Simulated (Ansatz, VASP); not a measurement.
## One calculation of GaN, two programs

Contents of POSCAR:

```
GaN
1.0
    0.0000000000      2.2489525415      2.2489525415
    2.2489525415      0.0000000000      2.2489525415
    2.2489525415      2.2489525415      0.0000000000
Ga N
1 1
Direct
    0.0000000000      0.0000000000      0.0000000000
    0.2500000000      0.2500000000      0.2500000000
```

The input INCAR.step1:

```
SYSTEM = GaN
ALGO = Normal ; EDIFF = 1E-5
ENCUT = 520 ; GGA = PE
ISIF = 2 ; ISMEAR = 0
LASPH = .TRUE. ; LREAL = .FALSE.
LWAVE = .TRUE. ; NBANDS = 16
NELM = 60 ; PREC = Accurate
SIGMA = 0.01
```

File INCAR.step2:

```
SYSTEM = GaN
ALGO = Normal ; EDIFF = 1E-6
ENCUT = 520 ; GGA = PE
HFSCREEN = 0.2079 ; ISIF = 2
ISMEAR = 0 ; ISTART = 1
LASPH = .TRUE. ; LCHARG = .TRUE.
LELF = .TRUE. ; LHFCALC = .TRUE.
LREAL = .FALSE. ; LVHAR = .TRUE.
LWAVE = .FALSE. ; NBANDS = 16
NELM = 60 ; PREC = Accurate
PRECFOCK = Normal ; SIGMA = 0.01
```

The input KPOINTS:

```
k-points
0
G
  4 4 4
  0 0 0
```

Input for Ansatz:

```yaml
crystal:
  lattice:
    - [0.0, 2.2489525415, 2.2489525415]
    - [2.2489525415, 0.0, 2.2489525415]
    - [2.2489525415, 2.2489525415, 0.0]
  atoms:
    - { symbol: Ga, position: [0.0, 0.0, 0.0] }
    - { symbol: "N", position: [0.25, 0.25, 0.25] }
kpoints:
  mp_grid: { grid: [4, 4, 4] }
hamiltonian:
  xc: hse06
scf:
  occupations: { method: fixed }
  n_extra_bands: 4
  mixing: { preconditioner: none }
output:
  forces: true
  stress: true
  eigenvalues: true
```

Alike in both runs: task single point; functional HSE06; k mesh 4 × 4 × 4; no spin polarisation.

```csv
,VASP,Ansatz
version,VASP 6.6.1,Ansatz 0.2.0
potentials or method,"VASP PAW PBE potentials, release 64 (Ga_d, N)",plane waves
plane-wave cutoff (eV),520,420
occupations,"gaussian, width 0.01 eV",fixed
valence electrons in the cell,18,18
```

Ansatz gave:

```
gap on the k mesh at the Fermi level (eV) : 3.03
pressure (GPa)                            : 0.0
```

**Question.** Which values does VASP return?

**Answer.** gap on the k mesh at the Fermi level (eV): 3.06; pressure (GPa): -0.1.

Ansatz's warnings: stress exchange threshold loose, stress scf threshold loose.

The k mesh is coarse, so the values compare programs but aren't converged.
